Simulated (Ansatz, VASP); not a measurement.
**B in VASP and in Ansatz**

```
B
1.0
     0.00000    1.40865    1.40865
     1.40865    0.00000    1.40865
     1.40865    1.40865    0.00000
B
1
Direct
  0.00000 0.00000 0.00000
```

Alike in both runs: task single point; functional PBEsol; k mesh 21 × 21 × 21; occupations fermi-dirac, width 0.1 eV; no spin polarisation.

|  | VASP | Ansatz |
| --- | --- | --- |
| version | VASP 6.6.1 | Ansatz 0.2.0 |
| potentials or method | VASP PAW PBE potentials, release 64 (B), cutoff 520 eV | plane waves (420 eV) with PAW, scalar-relativistic |
| valence electrons in the cell | 3 | 3 |

```csv
,VASP,Ansatz,Ansatz less VASP
pressure (GPa),12.9,12.5,-0.44
```

VASP's potentials were made for PBE, not for PBEsol, and Ansatz warns of the same on its side.
